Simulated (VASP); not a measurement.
A run of VASP 6.6.1 is set up as follows.

INCAR

```
SYSTEM = In2GeO2
ALGO = Normal
EDIFF = 1E-7
ENCUT = 520
GGA = PE
ISIF = 2
ISMEAR = 0
LASPH = .TRUE.
LCHARG = .FALSE.
LREAL = .FALSE.
LWAVE = .FALSE.
NBANDS = 34
NELM = 100
PREC = Accurate
SIGMA = 0.1
```

KPOINTS

```
k-points
0
G
  4 4 4
  0 0 0
```

File POSCAR:

```
In2GeO2
1.0
   -2.8176175600      2.8176175600      3.3202513100
    2.8176175600     -2.8176175600      3.3202513100
    2.8176175600      2.8176175600     -3.3202513100
In Ge O
2 1 2
Direct
    0.5000000000      0.0000000000      0.5000000000
    0.0000000000      0.5000000000      0.5000000000
    0.5000000000      0.5000000000      0.0000000000
    0.7500000000      0.2500000000      0.5000000000
    0.2500000000      0.7500000000      0.5000000000
```

Potentials or basis: VASP PAW PBE potentials, release 64 (In_d, Ge_d, O).

Command:

```console
$ cat potpaw_PBE.64/In_d/POTCAR potpaw_PBE.64/Ge_d/POTCAR potpaw_PBE.64/O/POTCAR > POTCAR
$ mpirun -np 1 vasp_std > vasp.out
```

(1) What does it give for the pressure?

(2) Predict the band gap on the k mesh.

## Answers

(1) 47.3 GPa.

(2) zero (band 26 reaches 5.22 eV, above the bottom of band 27 at 4.31 eV).

Caveat: the k points lie up to 0.39 Å⁻¹ apart; spin-orbit coupling is left out, which moves the levels of the heavy elements.
